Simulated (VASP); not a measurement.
# PbS (I4/mmm) in VASP: single point with PBE

Aim: the single point of PbS with PBE.

All numbers are computed with VASP 6.6.1; they aren't measurements. Logs are shortened: lines on timing, memory, paths and dates and some standing lists are left out, and cuts for length are marked.

## Step 1: The cell of the first run

It takes space group I4/mmm (No. 139, tetragonal). Conventional cell: a = 4.193 Å, b = 4.193 Å, c = 5.752 Å, α = 90.00°, β = 90.00°, γ = 90.00°. Within 3.8 Å of Pb (site symmetry 4/mmm) lie 6 S at 2.88 to 2.96 Å. Within 3.8 Å of S (site symmetry 4/mmm) lie 6 Pb at 2.88 to 2.96 Å.

## Step 2: Single point, PBE (strain +0.000 along x and y, -0.030 along z)

INCAR reads:

```
PREC = Accurate
ENCUT = 520
EDIFF = 1E-6
ISMEAR = 0
SIGMA = 0.03
LREAL = F
LASPH = T
NELM = 100
ALGO = Normal
ISIF = 2
LWAVE = F
LCHARG = T
GGA = PE
LELF = T
LVHAR = T
NBANDS = 17
```

KPOINTS reads:

```
Automatic mesh
0
Gamma
  10 10 10
```

POSCAR reads:

```
PbS
1.0
    0.0000000000      2.9650000000      2.8760500000
    2.9650000000      0.0000000000      2.8760500000
    2.9650000000      2.9650000000      0.0000000000
Pb S
1 1
Direct
    0.0000000000      0.0000000000      0.0000000000
    0.5000000000      0.5000000000      0.5000000000
```

Potentials or basis: VASP PAW PBE potentials, release 64 (Pb_d, S).

Launch:

```console
$ cat potpaw_PBE.64/Pb_d/POTCAR potpaw_PBE.64/S/POTCAR > POTCAR
$ mpirun -np 1 vasp_std > vasp.out
```

OUTCAR:

```text
PREC = Accurate
   ENCUT = 520
   EDIFF = 1E-6
   ISMEAR = 0
   LREAL = F
   LASPH = T
   NELM = 100
   ISIF = 2
   GGA = PE

 ion  position               nearest neighbor table
   1  0.000  0.000  0.000-   2 2.88   2 2.88   2 2.96   2 2.96   2 2.96   2 2.96
   2  0.500  0.500  0.500-   1 2.88   1 2.88   1 2.96   1 2.96   1 2.96   1 2.96

  LATTYP: Found a body centered tetragonal cell.
 ALAT       =     4.1931432124
 C/A-ratio  =     1.3717871555

  Lattice vectors:

 A1 = (   0.0000000000,  -2.9650000000,  -2.8760500000)
 A2 = (   0.0000000000,   2.9650000000,  -2.8760500000)
 A3 = (   2.9650000000,   0.0000000000,   2.8760500000)

Analysis of symmetry for initial positions (statically):
=====================================================================
 Subroutine PRICEL returns:
 Original cell was already a primitive cell.

 Routine SETGRP: Setting up the symmetry group for a
 body centered tetragonal supercell.

 Subroutine GETGRP returns: Found 16 space group operations
 (whereof 16 operations were pure point group operations)
 out of a pool of 16 trial point group operations.

The static configuration has the point symmetry D_4h.

Analysis of symmetry for dynamics (positions and initial velocities):
=====================================================================
 Subroutine PRICEL returns:
 Original cell was already a primitive cell.

 Routine SETGRP: Setting up the symmetry group for a
 body centered tetragonal supercell.

 Subroutine GETGRP returns: Found 16 space group operations
 (whereof 16 operations were pure point group operations)
 out of a pool of 16 trial point group operations.

The dynamic configuration has the point symmetry D_4h.

 Subroutine INISYM returns: Found 16 space group operations
 (whereof 16 operations are pure point group operations),
 and found     1 'primitive' translations

----------------------------------------------------------------------------------------

                                     Primitive cell

  volume of cell :      50.5680

  direct lattice vectors                    reciprocal lattice vectors
     0.000000000  2.965000000  2.876050000    -0.168634064  0.168634064  0.173849551
     2.965000000  0.000000000  2.876050000     0.168634064 -0.168634064  0.173849551
     2.965000000  2.965000000  0.000000000     0.168634064  0.168634064 -0.173849551

  length of vectors
     4.130724949  4.130724949  4.193143212     0.295124654  0.295124654  0.295124654

  position of ions in fractional coordinates (direct lattice)
     0.000000000  0.000000000  0.000000000
     0.500000000  0.500000000  0.500000000

  ion indices of the primitive-cell ions
   primitive index   ion index
                 1           1
                 2           2

----------------------------------------------------------------------------------------

 KPOINTS: Automatic mesh

Automatic generation of k-mesh.
 Grid dimensions read from file:
 generate k-points for:   10   10   10

 Generating k-lattice:

  Cartesian coordinates                     Fractional coordinates (reciprocal lattice)
    -0.016863406  0.016863406  0.017384955     0.100000000 -0.000000000  0.000000000
     0.016863406 -0.016863406  0.017384955    -0.000000000  0.100000000  0.000000000
     0.016863406  0.016863406 -0.017384955     0.000000000  0.000000000  0.100000000

  Length of vectors
     0.029512465  0.029512465  0.029512465

  Shift w.r.t. Gamma in fractional coordinates (k-lattice)
     0.000000000  0.000000000  0.000000000

 Subroutine IBZKPT returns following result:
 ===========================================

 Found    102 irreducible k-points:

 Following reciprocal coordinates:
            Coordinates               Weight
  0.000000  0.000000  0.000000      1.000000
  0.100000 -0.000000  0.000000      8.000000
  0.200000 -0.000000  0.000000      8.000000
  0.300000  0.000000  0.000000      8.000000
  0.400000 -0.000000  0.000000      8.000000
  0.500000  0.000000  0.000000      4.000000
[... 16 lines left out ...]
  0.300000  0.300000  0.000000      2.000000
  0.400000  0.300000  0.000000      8.000000
 [... further k-points ...]
   k-points           NKPTS =    102   k-points in BZ     NKDIM =    102   number of bands    NBANDS=     17
   number of dos      NEDOS =    301   number of ions     NIONS =      2
   total plane-waves  NPLWV =  32768
   dimension x,y,z NGX =    32 NGY =   32 NGZ =   32
   dimension x,y,z NGXF=    64 NGYF=   64 NGZF=   64
   ions per type =               1   1
   NGX,Y,Z   is equivalent  to a cutoff of  12.88, 12.88, 12.69 a.u.
   NGXF,Y,Z  is equivalent  to a cutoff of  25.76, 25.76, 25.37 a.u.
 SYSTEM =  unknown system
   PREC   = accura    normal or accurate (medium, high low for compatibility)
   ISTART =      0    job   : 0-new  1-cont  2-samecut
   ICHARG =      2    charge: 1-file 2-atom 10-const
   ISPIN  =      1    spin polarized calculation?
   LNONCOLLINEAR =      F non collinear calculations
   LSORBIT =      F    spin-orbit coupling
   LASPH  =      T    aspherical Exc in radial PAW
   ENCUT  =  520.0 eV  38.22 Ry    6.18 a.u.   7.68  7.68  7.80*2*pi/ulx,y,z
   NELM   =    100;   NELMIN=  2; NELMDL= -5     # of ELM steps
   EDIFF  = 0.1E-05   stopping-criterion for ELM
   LREAL  =      F    real-space projection
   EDIFFG = 0.1E-04   stopping-criterion for IOM
   NSW    =      0    number of steps for IOM
   IBRION =     -1    ionic relax: 0-MD 1-quasi-New 2-CG
   NFREE  =      0    steps in history (QN), initial steepest desc. (CG)
   ISIF   =      2    stress and relaxation
   ISYM   =      2    0-nonsym 1-usesym 2-fastsym
   POTIM  = 0.5000    time-step for ionic-motion
   TEBEG  =    0.0;   TEEND  =   0.0 temperature during run
   PSTRESS=    0.0 pullay stress
   NELECT =      20.0000    total number of electrons
   NUPDOWN=      -1.0000    fix difference up-down
   EMIN   =  10.00;   EMAX   =-10.00  energy-range for DOS
   EFERMI =   0.00;   METHOD = LEGACY
   ISMEAR =     0;   SIGMA  =   0.03  broadening in eV -4-tet -1-fermi 0-gaus
   EFERMI_NEDOS =   21; number of points for ismear=-14 and -15
   IALGO  =     38    algorithm
   IMIX   =      4    mixing-type and parameters
     AMIX     =   0.40;   BMIX     =  1.00
     AMIX_MAG =   1.60;   BMIX_MAG =  1.00
  volume/ion in A,a.u.               =      25.28       170.62
  Fermi-wavevector in a.u.,A,eV,Ry     =   1.201691  2.270867 19.647653  1.444062
  Thomas-Fermi vector in A             =   2.337493
   LORBIT       =      0    0 simple, 1 ext, 2 COOP (PROOUT), +10 PAW based schemes
   GGA     = PE    functional components
   LHFCALC =     F    Hartree Fock is set to
   AEXX    =    0.0000 exact exchange contribution
   IVDW    =     0    specifies the selected vdW correction
   LEPSILON=     F    determine dielectric tensor
   LRPA    =     F    only Hartree local field effects (RPA)
 non-spin polarized calculation
 Gauss-broadening in eV      SIGMA  =   0.03
  energy-cutoff  :      520.00
  volume of cell :       50.57
 maximum number of plane-waves:      1387
   NGX = 15   NGY = 15   NGZ = 15

 number of electron      19.9999995 magnetization

 Free energy of the ion-electron system (eV)
  ---------------------------------------------------
  ext. energy  EPLUGINS =         0.00000000
  ---------------------------------------------------
  free energy    TOTEN  =        -8.70784907 eV

  energy without entropy =       -8.70784907  energy(sigma->0) =       -8.70784907

 E-fermi :   6.4098     XC(G=0):  -9.8284

 val. band max:        6.3019913381   @ k =   0.5000   0.0000   0.0000
 cond. band min:       6.5174440205   @ k =   0.5000   0.0000   0.0000
 fundamental gap:      0.2154526823
 Fermi energy:         6.4097543739

 k-point     1 :       0.0000    0.0000    0.0000
  band No.  band energies     occupation
      1     -10.6416      2.00000
      2     -10.6350      2.00000
      3     -10.6350      2.00000
      4     -10.6322      2.00000
      5     -10.6143      2.00000
      6      -7.6474      2.00000
[... 9 lines left out ...]
     16      13.0174      0.00000
     17      14.8101      0.00000

 k-point     2 :       0.1000   -0.0000    0.0000
  band No.  band energies     occupation
      1     -10.6402      2.00000
      2     -10.6361      2.00000
      3     -10.6332      2.00000
      4     -10.6288      2.00000
      5     -10.6161      2.00000
      6      -7.5576      2.00000
[... 9 lines left out ...]
     16      13.2134      0.00000
     17      15.7022      0.00000

 k-point     3 :       0.2000   -0.0000    0.0000
  band No.  band energies     occupation
      1     -10.6440      2.00000
      2     -10.6394      2.00000
      3     -10.6327      2.00000
      4     -10.6149      2.00000
      5     -10.6138      2.00000
      6      -7.2992      2.00000
[... 9 lines left out ...]
     16      13.7673      0.00000
     17      17.2300      0.00000

 k-point     4 :       0.3000    0.0000    0.0000
  band No.  band energies     occupation
      1     -10.6540      2.00000
      2     -10.6451      2.00000
      3     -10.6350      2.00000
      4     -10.6019      2.00000
      5     -10.5975      2.00000
      6      -6.9152      2.00000
[... 9 lines left out ...]
     16      14.6150      0.00000
     17      18.6788      0.00000

 k-point     5 :       0.4000   -0.0000    0.0000
  band No.  band energies     occupation
      1     -10.6621      2.00000
      2     -10.6531      2.00000
      3     -10.6352      2.00000
      4     -10.5907      2.00000
      5     -10.5834      2.00000
      6      -6.5165      2.00000
[... 9 lines left out ...]
     16      15.6957      0.00000
     17      17.8041      0.00000

 k-point     6 :       0.5000    0.0000    0.0000
  band No.  band energies     occupation
      1     -10.6652      2.00000
      2     -10.6563      2.00000
      3     -10.6353      2.00000
      4     -10.5864      2.00000
      5     -10.5779      2.00000
      6      -6.3278      2.00000
[... 9 lines left out ...]
     16      16.4067      0.00000
     17      16.8821      0.00000

 k-point     7 :       0.1000    0.1000    0.0000
  band No.  band energies     occupation
      1     -10.6446      2.00000
      2     -10.6290      2.00000
      3     -10.6285      2.00000
      4     -10.6285      2.00000
      5     -10.6210      2.00000
      6      -7.5219      2.00000
[... 9 lines left out ...]
     16      13.7245      0.00000
     17      15.2739      0.00000

 k-point     8 :       0.2000    0.1000    0.0000
  band No.  band energies     occupation
      1     -10.6460      2.00000
      2     -10.6337      2.00000
      3     -10.6331      2.00000
      4     -10.6191      2.00000
      5     -10.6136      2.00000
      6      -7.3108      2.00000
[... 9 lines left out ...]
     16      14.3737      0.00000
     17      16.1652      0.00000
[... 203 lines left out ...]
      1     -10.7038      2.00000
      2     -10.6402      2.00000
      3     -10.6401      2.00000
      4     -10.5941      2.00000
      5     -10.5749      2.00000
      6      -6.1374      2.00000
[... 9 lines left out ...]
     16      16.7538      0.00000
     17      17.4554      0.00000

 k-point    20 :      -0.4000    0.2000    0.0000
  band No.  band energies     occupation
      1     -10.6974      2.00000
      2     -10.6460      2.00000
      3     -10.6290      2.00000
      4     -10.5996      2.00000
      5     -10.5810      2.00000
      6      -6.1167      2.00000
[... 9 lines left out ...]
     16      15.5934      0.00000
     17      18.2012      0.00000

 k-point    21 :      -0.3000    0.2000    0.0000
  band No.  band energies     occupation
      1     -10.6802      2.00000
      2     -10.6482      2.00000
      3     -10.6213      2.00000
      4     -10.6077      2.00000
      5     -10.5945      2.00000
      6      -6.3977      2.00000
[... 9 lines left out ...]
     16      16.0339      0.00000
     17      17.6143      0.00000

 k-point    22 :      -0.2000    0.2000    0.0000
  band No.  band energies     occupation
      1     -10.6588      2.00000
      2     -10.6478      2.00000
      3     -10.6248      2.00000
      4     -10.6097      2.00000
      5     -10.6084      2.00000
      6      -6.7841      2.00000
[... 9 lines left out ...]
     16      16.2556      0.00000
     17      16.9359      0.00000

 k-point    23 :       0.3000    0.3000    0.0000
  band No.  band energies     occupation
      1     -10.7153      2.00000
      2     -10.6624      2.00000
      3     -10.6104      2.00000
      4     -10.5884      2.00000
      5     -10.5884      2.00000
      6      -6.5650      2.00000
[... 9 lines left out ...]
     16      16.6765      0.00000
     17      17.2958      0.00000

 k-point    24 :       0.4000    0.3000    0.0000
  band No.  band energies     occupation
      1     -10.7437      2.00000
      2     -10.6631      2.00000
      3     -10.6118      2.00000
      4     -10.5804      2.00000
      5     -10.5761      2.00000
      6      -6.2301      2.00000
[... 9 lines left out ...]
     16      17.2719      0.00000
     17      17.9376      0.00000

 [... further k-points ...]

------------------------ aborting loop because EDIFF is reached ----------------------------------------

  FORCE on cell =-STRESS in cart. coord.  units (eV):
  Direction    XX          YY          ZZ          XY          YZ          ZX
  --------------------------------------------------------------------------------------
  -------------------------------------------------------------------------------------
  Total        0.8771977      0.8771977      2.4044974      0.0000000     -0.0000000      0.0000000
  in kB       27.7927973     27.7927973     76.1831769      0.0000000     -0.0000000      0.0000000
  external PRESSURE =      43.9229238 kB  Pullay stress =       0.0000000 kB

 VOLUME and BASIS-vectors are now :
 -----------------------------------------------------------------------------
  energy-cutoff  :      520.00
  volume of cell :       50.57
      direct lattice vectors                 reciprocal lattice vectors
     0.000000000  2.965000000  2.876050000    -0.168634064  0.168634064  0.173849551
     2.965000000  0.000000000  2.876050000     0.168634064 -0.168634064  0.173849551
     2.965000000  2.965000000  0.000000000     0.168634064  0.168634064 -0.173849551

 POSITION                                       TOTAL-FORCE (eV/Angst)
 -----------------------------------------------------------------------------------
      0.00000      0.00000      0.00000        -0.000000      0.000000      0.000000
      2.96500      2.96500      2.87605         0.000000     -0.000000      0.000000
 -----------------------------------------------------------------------------------
    total drift:                                0.000000     -0.000000     -0.000000

  FREE ENERGIE OF THE ION-ELECTRON SYSTEM (eV)
  ---------------------------------------------------
  free  energy   TOTEN  =        -8.7078490709 eV

  energy  without entropy=       -8.7078490705  energy(sigma->0) =       -8.70784907
```

It took 71 s on 1 thread of Intel Xeon 8259CL, shared host; peak memory 0.23 GiB.

Results:

* Free energy: -8.7078 eV
* Pressure: 4.4 GPa
* Band gap on the k mesh: 0.22 eV

Stress tensor (GPa, compression positive):
```
2.78 0.00 0.00
0.00 2.78 0.00
0.00 0.00 7.62
```

Levels at points of the mesh, in eV from the valence-band top:
```tsv
k point	band 7	band 8	band 9	band 10	band 11	band 12	band 13	band 14
(0.00, 0.00, 0.00)	-6.03	-2.57	-2.31	-2.31	5.01	5.01	5.75	6.53
(0.50, 0.00, 0.00)	-9.11	-2.01	-1.95	0.00	0.22	1.73	1.94	8.64
(0.50, 0.50, 0.00)	-7.41	-5.57	-3.76	-3.76	3.58	5.63	5.63	5.86
(0.50, 0.00, 0.50)	-7.25	-5.52	-3.85	-3.53	3.71	5.47	5.51	6.16
```

Caveat: the cell differs from its parent crystal (strain +0.000 along x and y, -0.030 along z); the cell stands under pressure; spin-orbit coupling is left out, which moves the levels of the heavy elements.
